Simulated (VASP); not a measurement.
# MgI2: single point with PBE-based screened hybrid with 75 % exact exchange

The system is MgI2.

```xyz
3
Lattice="0.0000 3.7557 3.7557 3.7557 0.0000 3.7557 3.7557 3.7557 0.0000" Properties=species:S:1:pos:R:3 pbc="T T T"
Mg    0.0000    0.0000    0.0000
I     1.8779    1.8779    1.8779
I     5.6336    5.6336    5.6336
```

```yaml
Program: VASP 6.6.1
Task: single point
Functional: PBE-based screened hybrid with 75 % exact exchange
Potentials_or_basis: VASP PAW PBE potentials, release 64 (Mg, I)
Cutoff: 520 eV
k_mesh: 4 × 4 × 4
Occupations: gaussian, width 0.01 eV
Spin: no spin polarisation
```

```
Pressure               : -1.2 GPa
Band gap on the k mesh : 1.77 eV (least direct gap 2.07 eV)
```

Levels at points of the mesh, in eV from the valence-band top:
```
           k point  band 4  band 5  band 6  band 7  band 8  band 9  band 10  band 11  band 12  band 13
(0.00, 0.00, 0.00)   -3.36   -3.36   -1.24   -1.24   -1.24    1.77     4.21     4.21     4.21     6.38
(0.50, 0.00, 0.00)   -2.80   -2.80   -2.74   -2.53   -2.52    3.82     6.40     6.40     7.15     7.91
(0.50, 0.50, 0.00)   -4.21   -4.21   -0.57   -0.57    0.00    2.07     5.39     7.83     7.90     7.90
```

Wall time 15 min on 1 thread of Intel(R) Xeon(R) Platinum 8259CL CPU @ 2.50GHz (Skylake/Cascade Lake), on a shared host, peak memory 0.36 GiB.

Caveat: the PAW data sets were made with another functional, which shifts forces and pressure a little; spin-orbit coupling is left out, which moves the levels of the heavy elements. A k mesh can miss the band edges.
